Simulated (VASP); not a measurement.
Runs of VASP 6.6.1 on SbC. The structure is that of space group Fm-3m (No. 225), or close to it. The cells are those of the table. 

```tsv
task	cell	k mesh	cutoff (eV)	gap on the mesh (eV)	pressure (GPa)
single point	a = 4.179 Å, angles 60.0°, 2 atoms	6 × 6 × 6	520	none	(a)
relaxation of cell and atoms	relaxed from a = 4.179 Å, angles 60.0°, 2 atoms	6 × 6 × 6	600	none	0.4
single point	a = 3.461 Å, angles 60.0°, 2 atoms	6 × 6 × 6	520	none	-0.4
single point	a = 3.461 Å, angles 60.0°, 2 atoms	20 × 20 × 20	520	none	-0.3
```

Alike in all rows: level PBE; potentials or basis VASP PAW PBE potentials, release 64 (Sb, C); no spin polarisation; smearing gaussian 0.1 eV.

Q: Fill in the values left out.

A: (a) -18.8.

Caveats: some runs use coarse meshes; spin-orbit coupling is left out, which moves the levels of the heavy elements.

A k mesh can miss the band edges, and the runs leave out spin-orbit coupling on Sb.

A gap of «none» marks levels without a gap at the run's occupations.
